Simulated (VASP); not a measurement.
# Na (Fm-3m) in VASP: further runs

Na is run at these levels: PBE; tasks: single point.

Program: VASP 6.6.1. These are calculated values, not measurements. Logs are shortened: lines on timing, memory, paths and dates and some standing lists are left out, and cuts for length are marked.

## 1. The cell of the first run

Symmetry: Fm-3m, No. 225, cubic system. The conventional cell has a = 5.431 Å, b = 5.431 Å, c = 5.431 Å, α = 90.00°, β = 90.00°, γ = 90.00°. Na (site symmetry m-3m) has 12 Na at 3.84 Å within 5.0 Å.

## 2. Single point, PBE (volume scaled by 1.08)

Input file INCAR:

```
SYSTEM = Na
PREC     = Accurate       ! precision mode
ENCUT    = 520            ! plane-wave cutoff, eV
EDIFF    = 1E-7           ! SCF threshold, eV
ISMEAR   = -1             ! smearing method
SIGMA    = 0.1            ! smearing width, eV
LREAL    = .False.        ! projectors in reciprocal space
LASPH    = .True.         ! aspherical terms in the spheres
NELM     = 80             ! most SCF steps
ALGO     = Normal         ! electronic algorithm
ISIF     = 2              ! what is computed and relaxed
LWAVE    = .False.        ! write WAVECAR
LCHARG   = .False.        ! write CHGCAR
GGA      = PE             ! functional
NBANDS   = 10             ! bands
```

Input file KPOINTS:

```
Automatic mesh
0
Gamma
  17 17 17
  0 0 0
```

Input file POSCAR:

```
Na
1.0
    0.0000000000      2.7156310687      2.7156310687
    2.7156310687      0.0000000000      2.7156310687
    2.7156310687      2.7156310687      0.0000000000
Na
1
Direct
    0.0000000000      0.0000000000      0.0000000000
```

Potentials or basis: VASP PAW PBE potentials, release 64 (Na_pv).

Launch:

```console
cat potpaw_PBE.64/Na_pv/POTCAR > POTCAR
mpirun -np 1 vasp_std > vasp.out
```

OUTCAR:

```text
SYSTEM = Na
   PREC = Accurate
   ENCUT = 520
   EDIFF = 1E-7
   ISMEAR = -1
   LREAL = .False.
   LASPH = .True.
   NELM = 80
   ISIF = 2
   GGA = PE

 ion  position               nearest neighbor table
   1  0.000  0.000  0.000-

  LATTYP: Found a face centered cubic cell.
 ALAT       =     5.4312621374

  Lattice vectors:

 A1 = (   0.0000000000,   2.7156310687,   2.7156310687)
 A2 = (   2.7156310687,   0.0000000000,   2.7156310687)
 A3 = (   2.7156310687,   2.7156310687,   0.0000000000)

Analysis of symmetry for initial positions (statically):
=====================================================================
 Subroutine PRICEL returns:
 Original cell was already a primitive cell.

 Routine SETGRP: Setting up the symmetry group for a
 face centered cubic supercell.

 Subroutine GETGRP returns: Found 48 space group operations
 (whereof 48 operations were pure point group operations)
 out of a pool of 48 trial point group operations.

The static configuration has the point symmetry O_h .

Analysis of symmetry for dynamics (positions and initial velocities):
=====================================================================
 Subroutine PRICEL returns:
 Original cell was already a primitive cell.

 Routine SETGRP: Setting up the symmetry group for a
 face centered cubic supercell.

 Subroutine GETGRP returns: Found 48 space group operations
 (whereof 48 operations were pure point group operations)
 out of a pool of 48 trial point group operations.

The dynamic configuration has the point symmetry O_h .

 Subroutine INISYM returns: Found 48 space group operations
 (whereof 48 operations are pure point group operations),
 and found     1 'primitive' translations

----------------------------------------------------------------------------------------

                                     Primitive cell

  volume of cell :      40.0537

  direct lattice vectors                    reciprocal lattice vectors
     0.000000000  2.715631069  2.715631069    -0.184119266  0.184119266  0.184119266
     2.715631069  0.000000000  2.715631069     0.184119266 -0.184119266  0.184119266
     2.715631069  2.715631069  0.000000000     0.184119266  0.184119266 -0.184119266

  length of vectors
     3.840482288  3.840482288  3.840482288     0.318903924  0.318903924  0.318903924

  position of ions in fractional coordinates (direct lattice)
     0.000000000  0.000000000  0.000000000

  ion indices of the primitive-cell ions
   primitive index   ion index
                 1           1

[... 72 lines left out ...]
   LREAL  =      F    real-space projection
   EDIFFG = 0.1E-05   stopping-criterion for IOM
   NSW    =      0    number of steps for IOM
   IBRION =     -1    ionic relax: 0-MD 1-quasi-New 2-CG
   NFREE  =      0    steps in history (QN), initial steepest desc. (CG)
   ISIF   =      2    stress and relaxation
   ISYM   =      2    0-nonsym 1-usesym 2-fastsym
   POTIM  = 0.5000    time-step for ionic-motion
   TEBEG  =    0.0;   TEEND  =   0.0 temperature during run
   PSTRESS=    0.0 pullay stress
   NELECT =       7.0000    total number of electrons
   NUPDOWN=      -1.0000    fix difference up-down
   EMIN   =  10.00;   EMAX   =-10.00  energy-range for DOS
   EFERMI =   0.00;   METHOD = LEGACY
   ISMEAR =    -1;   SIGMA  =   0.10  broadening in eV -4-tet -1-fermi 0-gaus
   EFERMI_NEDOS =   21; number of points for ismear=-14 and -15
   IALGO  =     38    algorithm
   IMIX   =      4    mixing-type and parameters
     AMIX     =   0.40;   BMIX     =  1.00
     AMIX_MAG =   1.60;   BMIX_MAG =  1.00
  volume/ion in A,a.u.               =      40.05       270.30
  Fermi-wavevector in a.u.,A,eV,Ry     =   0.915293  1.729653 11.398431  0.837761
  Thomas-Fermi vector in A             =   2.040018
   LORBIT       =      0    0 simple, 1 ext, 2 COOP (PROOUT), +10 PAW based schemes
   GGA     = PE    functional components
   LHFCALC =     F    Hartree Fock is set to
   AEXX    =    0.0000 exact exchange contribution
   IVDW    =     0    specifies the selected vdW correction
   LEPSILON=     F    determine dielectric tensor
   LRPA    =     F    only Hartree local field effects (RPA)
 non-spin polarized calculation
  energy-cutoff  :      520.00
  volume of cell :       40.05
 maximum number of plane-waves:      1091
 NGX is ok and might be reduce to    30
   NGX = 15   NGY = 15   NGZ = 15

 number of electron       6.9999992 magnetization

 Free energy of the ion-electron system (eV)
  ---------------------------------------------------
  ext. energy  EPLUGINS =         0.00000000
  ---------------------------------------------------
  free energy    TOTEN  =        -1.31437956 eV

  energy without entropy =       -1.29753148  energy(sigma->0) =       -1.30595552

 E-fermi :   0.1131     XC(G=0):  -6.3039

 val. band max:        0.1124694133   @ k =   0.4706   0.2353   0.0000
 cond. band min:       0.1592819284   @ k =   0.4706   0.0588   0.0000
 fundamental gap:      0.0468125151
 Fermi energy:         0.1130699205

 k-point     1 :       0.0000    0.0000    0.0000
  band No.  band energies     occupation
      1     -24.8453      2.00000
      2     -24.8453      2.00000
      3     -24.8453      2.00000
      4      -3.0044      2.00000
      5      10.7493      0.00000
      6      10.7493      0.00000
      7      10.7493      0.00000
      8      11.7922      0.00000
      9      12.0996      0.00000
     10      12.0996      0.00000
[... 287 lines left out ...]
 k-point    24 :      -0.1176    0.0588    0.0000
  band No.  band energies     occupation
      1     -24.8503      2.00000
      2     -24.8466      2.00000
      3     -24.8458      2.00000
      4      -2.6594      2.00000
      5       7.9092      0.00000
      6       9.2148      0.00000
      7      10.8774      0.00000
      8      11.9613      0.00000
      9      12.4517      0.00000
     10      13.0223      0.00000

 [... further k-points ...]
[... 5 lines left out ...]
  --------------------------------------------------------------------------------------
  -------------------------------------------------------------------------------------
  Total       -0.1277212     -0.1277212     -0.1277212      0.0000000      0.0000000      0.0000000
  in kB       -5.1089468     -5.1089468     -5.1089468      0.0000000      0.0000000      0.0000000
  external PRESSURE =      -5.1089468 kB  Pullay stress =       0.0000000 kB

 VOLUME and BASIS-vectors are now :
 -----------------------------------------------------------------------------
  energy-cutoff  :      520.00
  volume of cell :       40.05
      direct lattice vectors                 reciprocal lattice vectors
     0.000000000  2.715631069  2.715631069    -0.184119266  0.184119266  0.184119266
     2.715631069  0.000000000  2.715631069     0.184119266 -0.184119266  0.184119266
     2.715631069  2.715631069  0.000000000     0.184119266  0.184119266 -0.184119266

 POSITION                                       TOTAL-FORCE (eV/Angst)
 -----------------------------------------------------------------------------------
      0.00000      0.00000      0.00000        -0.000000     -0.000000      0.000000
 -----------------------------------------------------------------------------------
    total drift:                               -0.000000     -0.000000      0.000000

  FREE ENERGIE OF THE ION-ELECTRON SYSTEM (eV)
  ---------------------------------------------------
  free  energy   TOTEN  =        -1.3143795643 eV

  energy  without entropy=       -1.2975314806  energy(sigma->0) =       -1.30595552
```

Wall time 28 s (1 thread of Intel Xeon Platinum 8559C (Emerald Rapids), shared host); peak memory 0.19 GiB.

Results:

- Free energy: -1.3144 eV
- Pressure: -0.5 GPa

## 3. Single point, PBE (volume scaled by 1.12)

Input file INCAR:

```
SYSTEM = Na
ALGO = Normal ; EDIFF = 1E-6
ENCUT = 520 ; GGA = PE
ISIF = 2 ; ISMEAR = -1
LASPH = .True. ; LCHARG = .False.
LREAL = .False. ; LWAVE = .False.
NBANDS = 10 ; NELM = 80
PREC = Accurate ; SIGMA = 0.1
```

Input file KPOINTS:

```
k-points
0
Gamma
  17 17 17
  0 0 0
```

Input file POSCAR:

```
Na
1.0
    0.0000000000      2.7487517850      2.7487517850
    2.7487517850      0.0000000000      2.7487517850
    2.7487517850      2.7487517850      0.0000000000
Na
1
Direct
    0.0000000000      0.0000000000      0.0000000000
```

Potentials or basis: VASP PAW PBE potentials, release 64 (Na_pv).

Launch:

```console
cat potpaw_PBE.64/Na_pv/POTCAR > POTCAR
mpirun -np 1 vasp_std > vasp.out
```

OUTCAR:

```text
SYSTEM = Na
   EDIFF = 1E-6
   ENCUT = 520
   GGA = PE
   ISIF = 2
   ISMEAR = -1
   LASPH = .True.
   LREAL = .False.
   NELM = 80
   PREC = Accurate

 ion  position               nearest neighbor table
   1  0.000  0.000  0.000-

  LATTYP: Found a face centered cubic cell.
 ALAT       =     5.4975035700

  Lattice vectors:

 A1 = (   0.0000000000,   2.7487517850,   2.7487517850)
 A2 = (   2.7487517850,   0.0000000000,   2.7487517850)
 A3 = (   2.7487517850,   2.7487517850,   0.0000000000)

Analysis of symmetry for initial positions (statically):
=====================================================================
 Subroutine PRICEL returns:
 Original cell was already a primitive cell.

 Routine SETGRP: Setting up the symmetry group for a
 face centered cubic supercell.

 Subroutine GETGRP returns: Found 48 space group operations
 (whereof 48 operations were pure point group operations)
 out of a pool of 48 trial point group operations.

The static configuration has the point symmetry O_h .

Analysis of symmetry for dynamics (positions and initial velocities):
=====================================================================
 Subroutine PRICEL returns:
 Original cell was already a primitive cell.

 Routine SETGRP: Setting up the symmetry group for a
 face centered cubic supercell.

 Subroutine GETGRP returns: Found 48 space group operations
 (whereof 48 operations were pure point group operations)
 out of a pool of 48 trial point group operations.

The dynamic configuration has the point symmetry O_h .

 Subroutine INISYM returns: Found 48 space group operations
 (whereof 48 operations are pure point group operations),
 and found     1 'primitive' translations

----------------------------------------------------------------------------------------

                                     Primitive cell

  volume of cell :      41.5371

  direct lattice vectors                    reciprocal lattice vectors
     0.000000000  2.748751785  2.748751785    -0.181900746  0.181900746  0.181900746
     2.748751785  0.000000000  2.748751785     0.181900746 -0.181900746  0.181900746
     2.748751785  2.748751785  0.000000000     0.181900746  0.181900746 -0.181900746

  length of vectors
     3.887322054  3.887322054  3.887322054     0.315061334  0.315061334  0.315061334

  position of ions in fractional coordinates (direct lattice)
     0.000000000  0.000000000  0.000000000

  ion indices of the primitive-cell ions
   primitive index   ion index
                 1           1

----------------------------------------------------------------------------------------

 KPOINTS: k-points

Automatic generation of k-mesh.
 Grid dimensions read from file:
 generate k-points for:   17   17   17

 Generating k-lattice:

  Cartesian coordinates                     Fractional coordinates (reciprocal lattice)
    -0.010700044  0.010700044  0.010700044     0.058823529  0.000000000  0.000000000
     0.010700044 -0.010700044  0.010700044     0.000000000  0.058823529  0.000000000
     0.010700044  0.010700044 -0.010700044     0.000000000  0.000000000  0.058823529

  Length of vectors
     0.018533020  0.018533020  0.018533020

  Shift w.r.t. Gamma in fractional coordinates (k-lattice)
     0.000000000  0.000000000  0.000000000

 Subroutine IBZKPT returns following result:
 ===========================================

 Found    165 irreducible k-points:

 Following reciprocal coordinates:
            Coordinates               Weight
  0.000000  0.000000  0.000000      1.000000
  0.058824  0.000000  0.000000      8.000000
  0.117647  0.000000  0.000000      8.000000
  0.176471  0.000000  0.000000      8.000000
  0.235294  0.000000  0.000000      8.000000
  0.294118  0.000000  0.000000      8.000000
[... 16 lines left out ...]
 -0.176471  0.058824  0.000000     24.000000
 -0.117647  0.058824  0.000000     24.000000
 [... further k-points ...]
   k-points           NKPTS =    165   k-points in BZ     NKDIM =    165   number of bands    NBANDS=     10
   number of dos      NEDOS =    301   number of ions     NIONS =      1
   total plane-waves  NPLWV =  27000
   dimension x,y,z NGX =    30 NGY =   30 NGZ =   30
   dimension x,y,z NGXF=    60 NGYF=   60 NGZF=   60
   ions per type =               1
   NGX,Y,Z   is equivalent  to a cutoff of  12.83, 12.83, 12.83 a.u.
   NGXF,Y,Z  is equivalent  to a cutoff of  25.66, 25.66, 25.66 a.u.
 SYSTEM =  Na
   PREC   = accura    normal or accurate (medium, high low for compatibility)
   ISTART =      0    job   : 0-new  1-cont  2-samecut
   ICHARG =      2    charge: 1-file 2-atom 10-const
   ISPIN  =      1    spin polarized calculation?
   LNONCOLLINEAR =      F non collinear calculations
   LSORBIT =      F    spin-orbit coupling
   LASPH  =      T    aspherical Exc in radial PAW
   ENCUT  =  520.0 eV  38.22 Ry    6.18 a.u.   7.23  7.23  7.23*2*pi/ulx,y,z
   NELM   =     80;   NELMIN=  2; NELMDL= -5     # of ELM steps
   EDIFF  = 0.1E-05   stopping-criterion for ELM
   LREAL  =      F    real-space projection
   EDIFFG = 0.1E-04   stopping-criterion for IOM
   NSW    =      0    number of steps for IOM
   IBRION =     -1    ionic relax: 0-MD 1-quasi-New 2-CG
   NFREE  =      0    steps in history (QN), initial steepest desc. (CG)
   ISIF   =      2    stress and relaxation
   ISYM   =      2    0-nonsym 1-usesym 2-fastsym
   POTIM  = 0.5000    time-step for ionic-motion
   TEBEG  =    0.0;   TEEND  =   0.0 temperature during run
   PSTRESS=    0.0 pullay stress
   NELECT =       7.0000    total number of electrons
   NUPDOWN=      -1.0000    fix difference up-down
   EMIN   =  10.00;   EMAX   =-10.00  energy-range for DOS
   EFERMI =   0.00;   METHOD = LEGACY
   ISMEAR =    -1;   SIGMA  =   0.10  broadening in eV -4-tet -1-fermi 0-gaus
   EFERMI_NEDOS =   21; number of points for ismear=-14 and -15
   IALGO  =     38    algorithm
   IMIX   =      4    mixing-type and parameters
     AMIX     =   0.40;   BMIX     =  1.00
     AMIX_MAG =   1.60;   BMIX_MAG =  1.00
  volume/ion in A,a.u.               =      41.54       280.31
  Fermi-wavevector in a.u.,A,eV,Ry     =   0.904264  1.708811 11.125398  0.817694
  Thomas-Fermi vector in A             =   2.027690
   LORBIT       =      0    0 simple, 1 ext, 2 COOP (PROOUT), +10 PAW based schemes
   GGA     = PE    functional components
   LHFCALC =     F    Hartree Fock is set to
   AEXX    =    0.0000 exact exchange contribution
   IVDW    =     0    specifies the selected vdW correction
   LEPSILON=     F    determine dielectric tensor
   LRPA    =     F    only Hartree local field effects (RPA)
 non-spin polarized calculation
  energy-cutoff  :      520.00
  volume of cell :       41.54
 maximum number of plane-waves:      1139
 NGX is ok and might be reduce to    30
   NGX = 15   NGY = 15   NGZ = 15

 number of electron       7.0000003 magnetization

 Free energy of the ion-electron system (eV)
  ---------------------------------------------------
  ext. energy  EPLUGINS =         0.00000000
  ---------------------------------------------------
  free energy    TOTEN  =        -1.30880856 eV

  energy without entropy =       -1.29163987  energy(sigma->0) =       -1.30022421

 E-fermi :   0.0184     XC(G=0):  -6.2135

 val. band max:        0.0175154649   @ k =   0.4706   0.2353   0.0000
 cond. band min:       0.0642756128   @ k =   0.4706   0.0588   0.0000
 fundamental gap:      0.0467601479
 Fermi energy:         0.0183504031

 k-point     1 :       0.0000    0.0000    0.0000
  band No.  band energies     occupation
      1     -24.9718      2.00000
      2     -24.9717      2.00000
      3     -24.9717      2.00000
      4      -3.0264      2.00000
      5      10.4444      0.00000
      6      10.4444      0.00000
      7      10.4444      0.00000
      8      11.4628      0.00000
      9      11.6952      0.00000
     10      11.6952      0.00000
[... 287 lines left out ...]
 k-point    24 :      -0.1176    0.0588    0.0000
  band No.  band energies     occupation
      1     -24.9761      2.00000
      2     -24.9729      2.00000
      3     -24.9722      2.00000
      4      -2.6900      2.00000
      5       7.6501      0.00000
      6       8.9154      0.00000
      7      10.5615      0.00000
      8      11.5971      0.00000
      9      12.0814      0.00000
     10      12.6433      0.00000

 [... further k-points ...]

------------------------ aborting loop because EDIFF is reached ----------------------------------------

  FORCE on cell =-STRESS in cart. coord.  units (eV):
  Direction    XX          YY          ZZ          XY          YZ          ZX
  --------------------------------------------------------------------------------------
  -------------------------------------------------------------------------------------
  Total       -0.1852880     -0.1852880     -0.1852880     -0.0000000      0.0000000      0.0000000
  in kB       -7.1469606     -7.1469606     -7.1469606     -0.0000000      0.0000000      0.0000000
  external PRESSURE =      -7.1469606 kB  Pullay stress =       0.0000000 kB

 VOLUME and BASIS-vectors are now :
 -----------------------------------------------------------------------------
  energy-cutoff  :      520.00
  volume of cell :       41.54
      direct lattice vectors                 reciprocal lattice vectors
     0.000000000  2.748751785  2.748751785    -0.181900746  0.181900746  0.181900746
     2.748751785  0.000000000  2.748751785     0.181900746 -0.181900746  0.181900746
     2.748751785  2.748751785  0.000000000     0.181900746  0.181900746 -0.181900746

 POSITION                                       TOTAL-FORCE (eV/Angst)
 -----------------------------------------------------------------------------------
      0.00000      0.00000      0.00000         0.000000      0.000000      0.000000
 -----------------------------------------------------------------------------------
    total drift:                               -0.000000     -0.000000      0.000000

  FREE ENERGIE OF THE ION-ELECTRON SYSTEM (eV)
  ---------------------------------------------------
  free  energy   TOTEN  =        -1.3088085570 eV

  energy  without entropy=       -1.2916398691  energy(sigma->0) =       -1.30022421
```

OSZICAR:

```text
N       E                     dE             d eps       ncg     rms          rms(c)
DAV:   1     0.275072252533E+02    0.27507E+02   -0.37497E+03  3310   0.566E+02
DAV:   2    -0.718560905283E+00   -0.28226E+02   -0.28065E+02  3402   0.144E+02
DAV:   3    -0.130360532517E+01   -0.58504E+00   -0.58462E+00  3956   0.233E+01
DAV:   4    -0.130906399163E+01   -0.54587E-02   -0.54582E-02  3928   0.223E+00
DAV:   5    -0.130915195229E+01   -0.87961E-04   -0.87959E-04  3846   0.279E-01    0.199E-01
DAV:   6    -0.130895969119E+01    0.19226E-03   -0.46976E-04  3898   0.260E-01    0.135E-01
DAV:   7    -0.130881698408E+01    0.14271E-03   -0.10075E-03  3702   0.317E-01    0.154E-02
DAV:   8    -0.130880778608E+01    0.91980E-05   -0.51727E-05  4146   0.118E-01    0.292E-03
DAV:   9    -0.130880855704E+01   -0.77095E-06   -0.24732E-07  2532   0.426E-03
   1 F= -.13088086E+01 E0= -.13002242E+01  d E =-.171687E-01
```

stdout:

```text
POSCAR found type information on POSCAR Na
 POSCAR found :  1 types and       1 ions
 scaLAPACK will be used
 LDA part: xc-table for (Slater+PW92), standard interpolation
 POSCAR, INCAR and KPOINTS ok, starting setup
 FFT: planning ... GRIDC
 FFT: planning ... GRID_SOFT
 FFT: planning ... GRID
 WAVECAR not read
 entering main loop
```

Wall time 23 s (1 thread of Intel Xeon Platinum 8559C (Emerald Rapids), shared host); peak memory 0.19 GiB.

Results:

| Property | Result |
| --- | --- |
| Free energy | -1.3088 eV |
| Pressure | -0.7 GPa |

Levels at points of the mesh, in eV from the Fermi level:
```tsv
k point	band 1	band 2	band 3	band 4	band 5	band 6	band 7	band 8	band 9
(0.00, 0.00, 0.00)	-24.99	-24.99	-24.99	-3.04	10.43	10.43	10.43	11.44	11.68
```
